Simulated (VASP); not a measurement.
Input of a VASP 6.6.1 run:

POSCAR

```
Te
1.0
    2.3511296351      1.3574253277      1.7241180786
   -2.3511296351      1.3574253277      1.7241180786
    0.0000000000     -2.7148506555      1.7241180786
Te
1
Direct
    0.5000000000      0.5000000000      0.5000000000
```

File INCAR.step1:

```
SYSTEM = Te
ALGO = Normal
EDIFF = 1E-4
ENCUT = 520
GGA = PE
ISMEAR = -1
LASPH = .True.
LCHARG = .False.
LREAL = .False.
LWAVE = .True.
NBANDS = 9
NELM = 80
PREC = Accurate
SIGMA = 0.05
```

INCAR.step2

```
SYSTEM = Te
ALGO = Normal
EDIFF = 1E-6
ENCUT = 520
ISIF = 2
ISMEAR = -1
ISTART = 1
LASPH = .True.
LCHARG = .False.
LMIXTAU = .True.
LREAL = .False.
LWAVE = .False.
METAGGA = R2SCAN
NBANDS = 9
NELM = 80
PREC = Accurate
SIGMA = 0.05
```

The input KPOINTS:

```
k-points
0
Gamma
  9 9 9
  0 0 0
```

Potentials or basis: VASP PAW PBE potentials, release 64 (Te).

Launch:

```sh
$ cat potpaw_PBE.64/Te/POTCAR > POTCAR
$ cp INCAR.step1 INCAR
$ mpirun -np 1 vasp_std > vasp.out
$ cp INCAR.step2 INCAR
$ mpirun -np 1 vasp_std > vasp.out
```

Q: Predict the pressure.

A: -1.1 GPa.

Q: Estimate the band gap on the k mesh.

A: Zero (band 3 reaches 8.53 eV, above the bottom of band 4 at 3.66 eV).

Stress tensor (GPa, compression positive):
```
-1.41  0.00  0.00
 0.00 -1.41  0.00
 0.00  0.00 -0.59
```

Caveat: the PAW data sets were made with another functional, which shifts forces and pressure a little; spin-orbit coupling is left out, which moves the levels of the heavy elements.
